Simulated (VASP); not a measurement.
# KCl (Pm-3m) in VASP: notebook

The runs below take KCl through electric field gradients, with PBE.

All numbers are computed with VASP 6.6.1; they aren't measurements. Logs are shortened: lines on timing, memory, paths and dates and some standing lists are left out, and cuts for length are marked.

## (1) The cell of the first run

It takes space group Pm-3m (No. 221, cubic). The conventional cell has a = 3.634 Å, b = 3.634 Å, c = 3.634 Å, α = 90.00°, β = 90.00°, γ = 90.00°. Within 4.1 Å of K (site symmetry m-3m) lie 8 Cl at 3.15 Å and 6 K at 3.63 Å. Cl (site symmetry m-3m) has 8 K at 3.15 Å and 6 Cl at 3.63 Å within 4.1 Å.

## (2) Electric field gradients, PBE

Input file INCAR:

```
SYSTEM = KCl
PREC = Accurate
ENCUT = 400
EDIFF = 1E-8
ISMEAR = -1
SIGMA = 0.02
LREAL = .False.
LASPH = .True.
NELM = 120
ALGO = Normal
ISIF = 2
LWAVE = .False.
LCHARG = .False.
GGA = PE
LEFG = .True.
NBANDS = 15
GGA_COMPAT = .False.
```

Input file KPOINTS:

```
Automatic mesh
0
Gamma
  7 7 7
  0 0 0
```

Input file POSCAR:

```
KCl
1.0
    3.6340000000      0.0000000000      0.0000000000
    0.0000000000      3.6340000000      0.0000000000
    0.0000000000      0.0000000000      3.6340000000
K Cl
1 1
Direct
    0.0000000000      0.0000000000      0.0000000000
    0.5000000000      0.5000000000      0.5000000000
```

Potentials or basis: VASP PAW PBE potentials, release 64 (K_sv, Cl).

Launch:

```sh
$ cat potpaw_PBE.64/K_sv/POTCAR potpaw_PBE.64/Cl/POTCAR > POTCAR
$ mpirun -np 1 vasp_std > vasp.out
```

OUTCAR:

```text
SYSTEM = KCl
   PREC = Accurate
   ENCUT = 400
   EDIFF = 1E-8
   ISMEAR = -1
   LREAL = .False.
   LASPH = .True.
   NELM = 120
   ISIF = 2
   GGA = PE

 ion  position               nearest neighbor table
   1  0.000  0.000  0.000-   2 3.15   2 3.15   2 3.15   2 3.15   2 3.15   2 3.15   2 3.15   2 3.15

   2  0.500  0.500  0.500-   1 3.15   1 3.15   1 3.15   1 3.15   1 3.15   1 3.15   1 3.15   1 3.15

  LATTYP: Found a simple cubic cell.
 ALAT       =     3.6340000000

  Lattice vectors:

 A1 = (   3.6340000000,   0.0000000000,   0.0000000000)
 A2 = (   0.0000000000,   3.6340000000,   0.0000000000)
 A3 = (   0.0000000000,   0.0000000000,   3.6340000000)

Analysis of symmetry for initial positions (statically):
=====================================================================
 Subroutine PRICEL returns:
 Original cell was already a primitive cell.

 Routine SETGRP: Setting up the symmetry group for a
 simple cubic supercell.

 Subroutine GETGRP returns: Found 48 space group operations
 (whereof 48 operations were pure point group operations)
 out of a pool of 48 trial point group operations.

The static configuration has the point symmetry O_h .

Analysis of symmetry for dynamics (positions and initial velocities):
=====================================================================
 Subroutine PRICEL returns:
 Original cell was already a primitive cell.

 Routine SETGRP: Setting up the symmetry group for a
 simple cubic supercell.

 Subroutine GETGRP returns: Found 48 space group operations
 (whereof 48 operations were pure point group operations)
 out of a pool of 48 trial point group operations.

The dynamic configuration has the point symmetry O_h .

 Subroutine INISYM returns: Found 48 space group operations
 (whereof 48 operations are pure point group operations),
 and found     1 'primitive' translations

----------------------------------------------------------------------------------------

                                     Primitive cell

  volume of cell :      47.9904

  direct lattice vectors                    reciprocal lattice vectors
     3.634000000  0.000000000  0.000000000     0.275178866  0.000000000  0.000000000
     0.000000000  3.634000000  0.000000000     0.000000000  0.275178866  0.000000000
     0.000000000  0.000000000  3.634000000     0.000000000  0.000000000  0.275178866

  length of vectors
[... 130 lines left out ...]
 Fermi energy:         0.5438228665

 k-point     1 :       0.0000    0.0000    0.0000
  band No.  band energies     occupation
      1     -27.7490      2.00000
      2     -12.8497      2.00000
      3     -11.0944      2.00000
      4     -11.0944      2.00000
      5     -11.0944      2.00000
      6      -0.1630      2.00000
      7      -0.1630      2.00000
      8      -0.1630      2.00000
      9       5.6465      0.00000
     10       6.4373      0.00000
     11       6.4373      0.00000
     12      11.1322      0.00000
     13      11.1322      0.00000
     14      11.1322      0.00000
[... 329 lines left out ...]
      2     -12.2828      2.00000
      3     -11.3521      2.00000
      4     -11.3511      2.00000
      5     -11.3511      2.00000
      6      -1.6029      2.00000
      7      -1.6029      2.00000
      8      -1.5359      2.00000
      9       8.8947      0.00000
     10       9.2570      0.00000
     11       9.2570      0.00000
     12      10.7187      0.00000
     13      10.7497      0.00000
     14      10.7497      0.00000
     15      13.2606      0.00000

------------------------ aborting loop because EDIFF is reached ----------------------------------------

  FORCE on cell =-STRESS in cart. coord.  units (eV):
  Direction    XX          YY          ZZ          XY          YZ          ZX
  --------------------------------------------------------------------------------------
  -------------------------------------------------------------------------------------
  Total        1.3580382      1.3580382      1.3580382      0.0000000      0.0000000     -0.0000000
  in kB       45.3385670     45.3385670     45.3385670      0.0000000      0.0000000     -0.0000000
  external PRESSURE =      45.3385670 kB  Pullay stress =       0.0000000 kB

 VOLUME and BASIS-vectors are now :
 -----------------------------------------------------------------------------
  energy-cutoff  :      400.00
  volume of cell :       47.99
      direct lattice vectors                 reciprocal lattice vectors
     3.634000000  0.000000000  0.000000000     0.275178866  0.000000000  0.000000000
     0.000000000  3.634000000  0.000000000     0.000000000  0.275178866  0.000000000
     0.000000000  0.000000000  3.634000000     0.000000000  0.000000000  0.275178866

 POSITION                                       TOTAL-FORCE (eV/Angst)
 -----------------------------------------------------------------------------------
      0.00000      0.00000      0.00000         0.000000      0.000000      0.000000
      1.81700      1.81700      1.81700         0.000000      0.000000      0.000000
 -----------------------------------------------------------------------------------
    total drift:                                0.000000      0.000000     -0.000000

  FREE ENERGIE OF THE ION-ELECTRON SYSTEM (eV)
  ---------------------------------------------------
  free  energy   TOTEN  =        -6.5500995905 eV

  energy  without entropy=       -6.5500995905  energy(sigma->0) =       -6.55009959

 Electric field gradients (V/A^2)
---------------------------------------------------------------------
 ion       V_xx      V_yy      V_zz      V_xy      V_xz      V_yz
---------------------------------------------------------------------
   1       0.000    -0.000    -0.000     0.000     0.000    -0.000
   2      -0.000    -0.000    -0.000    -0.000     0.000    -0.000
---------------------------------------------------------------------

 Electric field gradients after diagonalization (V/A^2)
 (convention: |V_zz| > |V_xx| > |V_yy|)
----------------------------------------------------------------------
 ion       V_xx      V_yy      V_zz     asymmetry (V_yy - V_xx)/ V_zz
----------------------------------------------------------------------
   1      -0.000     0.000    -0.000      -0.926
   2      -0.000    -0.000    -0.000      -0.184
----------------------------------------------------------------------

           NMR quadrupolar parameters

 Cq : quadrupolar parameter    Cq=e*Q*V_zz/h
 eta: asymmetry parameters     (V_yy - V_xx)/ V_zz
 Q  : nuclear electric quadrupole moment in mb (millibarn)
----------------------------------------------------------------------
 ion       Cq(MHz)       eta       Q (mb)
----------------------------------------------------------------------
   1      -0.000      -0.926       1.000
   2      -0.000      -0.184       1.000
----------------------------------------------------------------------
```

OSZICAR:

```text
N       E                     dE             d eps       ncg     rms          rms(c)
DAV:   1     0.882535954611E+02    0.88254E+02   -0.65412E+03   600   0.820E+02
DAV:   2    -0.250727547688E+01   -0.90761E+02   -0.86263E+02   761   0.231E+02
DAV:   3    -0.670337780572E+01   -0.41961E+01   -0.41799E+01   825   0.436E+01
DAV:   4    -0.683109933716E+01   -0.12772E+00   -0.12771E+00   850   0.731E+00
DAV:   5    -0.683197603855E+01   -0.87670E-03   -0.87669E-03   839   0.655E-01    0.367E+00
DAV:   6    -0.657812076586E+01    0.25386E+00   -0.26524E-01   740   0.335E+00    0.308E+00
DAV:   7    -0.654780341300E+01    0.30317E-01   -0.88917E-02   789   0.206E+00    0.177E+00
DAV:   8    -0.654994749610E+01   -0.21441E-02   -0.15579E-02   820   0.971E-01    0.226E-01
DAV:   9    -0.654990322867E+01    0.44267E-04   -0.54493E-04   782   0.163E-01    0.950E-02
DAV:  10    -0.655010197696E+01   -0.19875E-03   -0.26289E-04   656   0.129E-01    0.254E-02
DAV:  11    -0.655010008643E+01    0.18905E-05   -0.58824E-06   861   0.178E-02    0.783E-03
DAV:  12    -0.655009953830E+01    0.54813E-06   -0.17205E-06   621   0.105E-02    0.177E-03
DAV:  13    -0.655009963620E+01   -0.97897E-07   -0.84229E-08   861   0.241E-03    0.703E-04
DAV:  14    -0.655009956844E+01    0.67753E-07   -0.35841E-08   613   0.146E-03    0.132E-04
DAV:  15    -0.655009957919E+01   -0.10745E-07   -0.44037E-10   517   0.148E-04    0.552E-05
DAV:  16    -0.655009959645E+01   -0.17265E-07   -0.37338E-10   391   0.155E-04    0.320E-05
DAV:  17    -0.655009959055E+01    0.59042E-08   -0.58395E-11   370   0.609E-05
   1 F= -.65500996E+01 E0= -.65500996E+01  d E =-.393387E-12
```

stdout:

```text
POSCAR found type information on POSCAR K Cl
 POSCAR found :  2 types and       2 ions
 scaLAPACK will be used
 LDA part: xc-table for (Slater+PW92), standard interpolation
 POSCAR, INCAR and KPOINTS ok, starting setup
 FFT: planning ... GRIDC
 FFT: planning ... GRID_SOFT
 FFT: planning ... GRID
 WAVECAR not read
 entering main loop
ion   1

ion   2
```

Wall time 5.9 s (1 thread of Intel Xeon 6975P-C (Granite Rapids), shared host); peak memory 0.13 GiB.

Results:

* Free energy: -6.5501 eV
* Pressure: 4.5 GPa
* Band gap on the k mesh: 5.61 eV, indirect (least direct gap 5.81 eV)

Caveat: without QUAD_EFG the Cq values of the log hold for a quadrupole moment of 1 mb, not for the nuclei. A k mesh can miss the band edges.

## (3) Electric field gradients, PBE (volume scaled by 1.06)

Input file INCAR:

```
SYSTEM = KCl
PREC = Accurate ; ENCUT = 400
EDIFF = 1E-8 ; ISMEAR = -1
SIGMA = 0.02 ; LREAL = .FALSE.
LASPH = .TRUE. ; NELM = 120
ALGO = Normal ; ISIF = 2
LWAVE = .FALSE. ; LCHARG = .FALSE.
GGA = PE ; LEFG = .TRUE.
NBANDS = 15 ; GGA_COMPAT = .FALSE.
```

Input file KPOINTS:

```
regular mesh
0
G
  7 7 7
  0 0 0
```

Input file POSCAR:

```
KCl
1.0
    3.7052729967      0.0000000000      0.0000000000
    0.0000000000      3.7052729967      0.0000000000
    0.0000000000      0.0000000000      3.7052729967
K Cl
1 1
Direct
    0.0000000000      0.0000000000      0.0000000000
    0.5000000000      0.5000000000      0.5000000000
```

Potentials or basis: VASP PAW PBE potentials, release 64 (K_sv, Cl).

Launch:

```sh
$ cat potpaw_PBE.64/K_sv/POTCAR potpaw_PBE.64/Cl/POTCAR > POTCAR
$ mpirun -np 1 vasp_std > vasp.out
```

OUTCAR:

```text
SYSTEM = KCl
   PREC = Accurate
   ENCUT = 400
   EDIFF = 1E-8
   ISMEAR = -1
   LREAL = .FALSE.
   LASPH = .TRUE.
   NELM = 120
   ISIF = 2
   GGA = PE

 ion  position               nearest neighbor table
   1  0.000  0.000  0.000-   2 3.21   2 3.21   2 3.21   2 3.21   2 3.21   2 3.21   2 3.21   2 3.21

   2  0.500  0.500  0.500-   1 3.21   1 3.21   1 3.21   1 3.21   1 3.21   1 3.21   1 3.21   1 3.21

  LATTYP: Found a simple cubic cell.
 ALAT       =     3.7052729967

  Lattice vectors:

 A1 = (   3.7052729967,   0.0000000000,   0.0000000000)
 A2 = (   0.0000000000,   3.7052729967,   0.0000000000)
 A3 = (   0.0000000000,   0.0000000000,   3.7052729967)

Analysis of symmetry for initial positions (statically):
=====================================================================
 Subroutine PRICEL returns:
 Original cell was already a primitive cell.

 Routine SETGRP: Setting up the symmetry group for a
 simple cubic supercell.

 Subroutine GETGRP returns: Found 48 space group operations
 (whereof 48 operations were pure point group operations)
 out of a pool of 48 trial point group operations.

The static configuration has the point symmetry O_h .

Analysis of symmetry for dynamics (positions and initial velocities):
=====================================================================
 Subroutine PRICEL returns:
 Original cell was already a primitive cell.

 Routine SETGRP: Setting up the symmetry group for a
 simple cubic supercell.

 Subroutine GETGRP returns: Found 48 space group operations
 (whereof 48 operations were pure point group operations)
 out of a pool of 48 trial point group operations.

The dynamic configuration has the point symmetry O_h .

[... 496 lines left out ...]
      6      -1.7850      2.00000
      7      -1.7850      2.00000
      8      -1.7322      2.00000
      9       8.4078      0.00000
     10       8.7470      0.00000
     11       8.7470      0.00000
     12      10.0578      0.00000
     13      10.1262      0.00000
     14      10.1262      0.00000
     15      12.6206      0.00000

------------------------ aborting loop because EDIFF is reached ----------------------------------------

  FORCE on cell =-STRESS in cart. coord.  units (eV):
  Direction    XX          YY          ZZ          XY          YZ          ZX
  --------------------------------------------------------------------------------------
  -------------------------------------------------------------------------------------
  Total        0.8026448      0.8026448      0.8026448      0.0000000     -0.0000000      0.0000000
  in kB       25.2797835     25.2797835     25.2797835      0.0000000     -0.0000000      0.0000000
  external PRESSURE =      25.2797835 kB  Pullay stress =       0.0000000 kB

 VOLUME and BASIS-vectors are now :
 -----------------------------------------------------------------------------
  energy-cutoff  :      400.00
  volume of cell :       50.87
      direct lattice vectors                 reciprocal lattice vectors
     3.705272997  0.000000000  0.000000000     0.269885647  0.000000000  0.000000000
     0.000000000  3.705272997  0.000000000     0.000000000  0.269885647  0.000000000
     0.000000000  0.000000000  3.705272997     0.000000000  0.000000000  0.269885647

 POSITION                                       TOTAL-FORCE (eV/Angst)
 -----------------------------------------------------------------------------------
      0.00000      0.00000      0.00000         0.000000      0.000000      0.000000
      1.85264      1.85264      1.85264         0.000000      0.000000      0.000000
 -----------------------------------------------------------------------------------
    total drift:                                0.000000      0.000000     -0.000000

  FREE ENERGIE OF THE ION-ELECTRON SYSTEM (eV)
  ---------------------------------------------------
  free  energy   TOTEN  =        -6.6136330781 eV

  energy  without entropy=       -6.6136330781  energy(sigma->0) =       -6.61363308

 Electric field gradients (V/A^2)
---------------------------------------------------------------------
 ion       V_xx      V_yy      V_zz      V_xy      V_xz      V_yz
---------------------------------------------------------------------
   1      -0.000    -0.000     0.000    -0.000     0.000    -0.000
   2      -0.000    -0.000    -0.000     0.000    -0.000     0.000
---------------------------------------------------------------------

 Electric field gradients after diagonalization (V/A^2)
 (convention: |V_zz| > |V_xx| > |V_yy|)
----------------------------------------------------------------------
 ion       V_xx      V_yy      V_zz     asymmetry (V_yy - V_xx)/ V_zz
----------------------------------------------------------------------
   1      -0.000     0.000    -0.000      -1.084
   2      -0.000    -0.000    -0.000      -0.091
----------------------------------------------------------------------

           NMR quadrupolar parameters

 Cq : quadrupolar parameter    Cq=e*Q*V_zz/h
 eta: asymmetry parameters     (V_yy - V_xx)/ V_zz
 Q  : nuclear electric quadrupole moment in mb (millibarn)
----------------------------------------------------------------------
 ion       Cq(MHz)       eta       Q (mb)
----------------------------------------------------------------------
   1      -0.000      -1.084       1.000
   2      -0.000      -0.091       1.000
----------------------------------------------------------------------
```

OSZICAR:

```text
N       E                     dE             d eps       ncg     rms          rms(c)
DAV:   1     0.853058301638E+02    0.85306E+02   -0.62489E+03   600   0.810E+02
DAV:   2    -0.260614330655E+01   -0.87912E+02   -0.83058E+02   819   0.225E+02
DAV:   3    -0.676739177982E+01   -0.41612E+01   -0.41430E+01   775   0.431E+01
DAV:   4    -0.690251026030E+01   -0.13512E+00   -0.13509E+00   898   0.728E+00
DAV:   5    -0.690454806841E+01   -0.20378E-02   -0.20378E-02   818   0.797E-01    0.333E+00
DAV:   6    -0.664306915648E+01    0.26148E+00   -0.27687E-01   754   0.327E+00    0.280E+00
DAV:   7    -0.661138728789E+01    0.31682E-01   -0.87684E-02   803   0.199E+00    0.164E+00
DAV:   8    -0.661341573784E+01   -0.20284E-02   -0.15628E-02   813   0.955E-01    0.206E-01
DAV:   9    -0.661342077114E+01   -0.50333E-05   -0.64108E-04   796   0.176E-01    0.982E-02
DAV:  10    -0.661363575055E+01   -0.21498E-03   -0.28269E-04   649   0.132E-01    0.264E-02
DAV:  11    -0.661363274014E+01    0.30104E-05   -0.96652E-06   853   0.228E-02    0.697E-03
DAV:  12    -0.661363311777E+01   -0.37763E-06   -0.85197E-07   649   0.774E-03    0.166E-03
DAV:  13    -0.661363308866E+01    0.29113E-07   -0.75415E-08   783   0.226E-03    0.394E-04
DAV:  14    -0.661363305737E+01    0.31290E-07   -0.11026E-08   654   0.761E-04    0.829E-05
DAV:  15    -0.661363307281E+01   -0.15440E-07   -0.60427E-10   552   0.172E-04    0.261E-05
DAV:  16    -0.661363307812E+01   -0.53153E-08   -0.26988E-10   419   0.121E-04
   1 F= -.66136331E+01 E0= -.66136331E+01  d E =-.103556E-11
```

It took 5.8 s on 1 thread of Intel Xeon 6975P-C (Granite Rapids), shared host; peak memory 0.14 GiB.

What came out:

```yaml
Free_energy: -6.6136 eV
Pressure: 2.5 GPa
Band_gap_on_the_k_mesh: 5.30 eV, indirect (least direct gap 5.50 eV)
```

Levels at points of the mesh, in eV from the valence-band top:
| k point | band 4 | band 5 | band 6 | band 7 | band 8 | band 9 | band 10 | band 11 | band 12 | band 13 |
| --- | --- | --- | --- | --- | --- | --- | --- | --- | --- | --- |
| (0.00, 0.00, 0.00) | -11.23 | -11.23 | -0.20 | -0.20 | -0.20 | 5.30 | 6.48 | 6.48 | 10.95 | 10.95 |

Caveat: without QUAD_EFG the Cq values of the log hold for a quadrupole moment of 1 mb, not for the nuclei. A k mesh can miss the band edges.
